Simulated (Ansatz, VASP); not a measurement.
**N: VASP beside Ansatz**

Contents of INCAR:

```
SYSTEM = N
ALGO = Normal
EDIFF = 1E-7
ENCUT = 520
GGA = CA
ISIF = 2
ISMEAR = 0
ISPIN = 2
LASPH = .TRUE.
LCHARG = .FALSE.
LORBIT = 11
LREAL = .FALSE.
LWAVE = .FALSE.
MAGMOM = 3.18 3.18
NBANDS = 16
NELM = 150
PREC = Accurate
SIGMA = 0.05
```

File KPOINTS:

```
k-points
0
G
  12 12 6
  0 0 0
```

The input POSCAR:

```
N
1.0
    3.5201316002      0.0000000000      0.0000000000
   -1.7600658001      3.0485233904      0.0000000000
    0.0000000000      0.0000000000      5.9783500000
N
2
Direct
    0.3333333333      0.6666666667      0.2500000000
    0.6666666667      0.3333333333      0.7500000000
```

Input for Ansatz:

```yaml
crystal:
  lattice:
    - [3.5201316002, 0.0, 0.0]
    - [-1.7600658001, 3.0485233904, 0.0]
    - [0.0, 0.0, 5.97835]
  atoms:
    - { symbol: "N", position: [0.3333333333, 0.6666666667, 0.25], spin: 3.18 }
    - { symbol: "N", position: [0.6666666667, 0.3333333333, 0.75], spin: 3.18 }
basis:
  ecutwfc: 420
kpoints:
  mp_grid: { grid: [12, 12, 6] }
hamiltonian:
  xc: lda
scf:
  occupations: { method: gaussian, width: 0.05 }
output:
  forces: true
  stress: true
  eigenvalues: true
  populations: true
  write_density: true
  write_potential: true
  elf: true
  volumetric_format: npy
magnetization:
  spin_polarized: true
```

Change from the starting cell: strain -0.030 along x and y, +0.015 along z, atoms carried along.

Alike in both runs: task single point; functional LDA; k mesh 12 × 12 × 6; occupations gaussian, width 0.05 eV; collinear spin.

|  | VASP | Ansatz |
| --- | --- | --- |
| version | VASP 6.6.1 | Ansatz 0.2.0 |
| potentials or method | VASP PAW LDA potentials, release 64 (N), cutoff 520 eV | scalar-relativistic, plane waves, PAW |
| valence electrons in the cell | 10 | 10 |

|  | VASP | Ansatz | Ansatz less VASP |
| --- | --- | --- | --- |
| gap on the k mesh at the Fermi level (eV) | 1.94 | 2.07 | +0.130 |
| least direct gap on the mesh (eV) | 1.94 | 2.07 | +0.130 |
| pressure (GPa) | -0.3 | -0.3 | +0.07 |
| net moment per atom (μB) | 3.00 | 3.00 | 0.000 |
| size of the moment on the site where the two differ most (μB) | 1.93 | 2.88 | +0.953 |

LDA's correlation is that of Perdew and Zunger in VASP and of Perdew and Wang (1992) in Ansatz. Site moments also hang on the region over which each program counts them.
